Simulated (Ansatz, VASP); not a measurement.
# P in VASP and in Ansatz

INCAR

```
SYSTEM = P
  PREC = Accurate
  ENCUT = 520
  EDIFF = 1E-6
  ISMEAR = 0
  SIGMA = 0.1
  LREAL = .FALSE.
  LASPH = .TRUE.
  NELM = 80
  ALGO = Normal
  ISIF = 2
  LWAVE = .FALSE.
  LCHARG = .FALSE.
  GGA = PE
  NBANDS = 8
```

Contents of KPOINTS:

```
Automatic mesh
0
G
  18 18 18
  0 0 0
```

POSCAR

```
P
1.0
    0.0000000000      2.0847181377      2.0847181377
    2.0847181377      0.0000000000      2.0847181377
    2.0847181377      2.0847181377      0.0000000000
P
1
Direct
    0.0000000000      0.0000000000      0.0000000000
```

Input for Ansatz:

```yaml
crystal:
  lattice:
    - [0.0, 2.0847181377, 2.0847181377]
    - [2.0847181377, 0.0, 2.0847181377]
    - [2.0847181377, 2.0847181377, 0.0]
  atoms:
    - { symbol: P, position: [0.0, 0.0, 0.0] }
basis:
  ecutwfc: 420
kpoints:
  mp_grid: { grid: [18, 18, 18] }
hamiltonian:
  xc: pbe
scf:
  occupations: { method: gaussian, width: 0.1 }
output:
  forces: true
  stress: true
  eigenvalues: true
```

Alike in both runs: task single point; functional PBE; k mesh 18 × 18 × 18; occupations gaussian, width 0.1 eV; no spin polarisation.

|  | VASP | Ansatz |
| --- | --- | --- |
| version | VASP 6.6.1 | Ansatz 0.2.0 |
| potentials or method | VASP PAW PBE potentials, release 64 (P), cutoff 520 eV | scalar-relativistic, plane waves, PAW |
| valence electrons in the cell | 5 | 5 |

VASP gave:

| Property | Result |
| --- | --- |
| gap on the k mesh at the Fermi level (eV) | none |
| pressure (GPa) | -13.3 |

Problem. Which values does Ansatz return?

Solution. gap on the k mesh at the Fermi level (eV): none; pressure (GPa): -13.2.

A gap of «none» marks a metal or a gap that the smearing closes. The functional is the same, so the differences come from potentials, cutoffs and numerics.
